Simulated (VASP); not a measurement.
A run of VASP 6.6.1:

File INCAR:

```
SYSTEM = GaP
  PREC = Accurate
  ENCUT = 500
  EDIFF = 1E-6
  ISMEAR = 0
  SIGMA = 0.02
  LREAL = .False.
  LASPH = .True.
  NELM = 120
  ALGO = Normal
  ISIF = 2
  LWAVE = .False.
  LCHARG = .True.
  LELF = .True.
  LVHAR = .True.
  NBANDS = 16
  GGA_COMPAT = .False.
```

File KPOINTS:

```
Automatic mesh
0
Gamma
  8 8 8
  0 0 0
```

Contents of POSCAR:

```
GaP
1.0
    0.0000000000      2.6684781897      2.6684781897
    2.6684781897      0.0000000000      2.6684781897
    2.6684781897      2.6684781897      0.0000000000
Ga P
1 1
Direct
    0.0000000000      0.0000000000      0.0000000000
    0.7500000000      0.7500000000      0.7500000000
```

Potentials or basis: VASP PAW LDA potentials, release 64 (Ga_d, P).

Run with:

```console
$ cat potpaw_LDA.64/Ga_d/POTCAR potpaw_LDA.64/P/POTCAR > POTCAR
$ mpirun -np 1 vasp_std > vasp.out
```

Hardware: 1 thread of Intel Xeon 8259CL, with other jobs on the host.

Question: Estimate the wall time of this run.

Answer: Wall time 29 s on 1 thread of Intel Xeon 8259CL, on a shared host, peak memory 0.15 GiB. Counts: scf iterations 12, k points 29.
